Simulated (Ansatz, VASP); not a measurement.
# One calculation of Re, two programs

```
Re
1.0
    -1.60127    1.60127    1.60127
     1.60127   -1.60127    1.60127
     1.60127    1.60127   -1.60127
Re
1
Direct
  0.00000 0.00000 0.00000
```

Alike in both runs: task single point; functional revPBE; k mesh 16 × 16 × 16; occupations fermi-dirac, width 0.1 eV; no spin polarisation.

|  | VASP | Ansatz |
| --- | --- | --- |
| version | VASP 6.6.1 | Ansatz 0.2.0 |
| potentials or method | VASP PAW PBE potentials, release 64 (Re), cutoff 520 eV | plane waves (420 eV) with PAW, scalar-relativistic |
| valence electrons in the cell | 7 | 15 |

```tsv
	VASP	Ansatz	Ansatz less VASP
pressure (GPa)	-22.9	-22.1	+0.77
```

VASP's potentials were made for PBE, not for revPBE. VASP's potentials hold 7 valence electrons a cell and Ansatz's 15, so a difference there can come from the potentials and not from the codes.

Neither program's run includes spin-orbit coupling.
